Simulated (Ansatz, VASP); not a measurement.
**YAl3N4 in VASP and in Ansatz**

```
Y Al N
1.0
    -2.24229    2.24229    4.16001
     2.24229   -2.24229    4.16001
     2.24229    2.24229   -4.16001
Y Al N
1 3 4
Cartesian
  0.0000 0.0000 0.0000
  0.0000 0.0000 4.1600
  0.0000 2.2423 2.0800
  2.2423 0.0000 2.0800
  0.0000 0.0000 6.0600
  0.0000 0.0000 2.2600
  0.0000 2.2423 0.0000
  2.2423 0.0000 0.0000
```

Alike in both runs: functional PBE; k mesh 8 × 8 × 8; occupations gaussian, width 0.02 eV; no spin polarisation.

Ansatz relaxed the structure, and its values are those at the end. VASP's run is a single point on that final structure, the one shown.

```csv
,VASP,Ansatz
version,VASP 6.6.1,Ansatz 0.2.0
potentials or method,"VASP PAW PBE potentials, release 64 (Y_sv, Al, N), cutoff 600 eV","scalar-relativistic, plane waves, PAW"
valence electrons in the cell,40,40
```

```tsv
	VASP	Ansatz	Ansatz less VASP
gap on the k mesh at the Fermi level (eV)	1.83	1.83	-0.002
least direct gap on the mesh (eV)	1.83	1.83	-0.002
pressure (GPa)	-0.4	0.0	+0.41
```

The functional is the same, so the differences come from potentials, cutoffs and numerics.
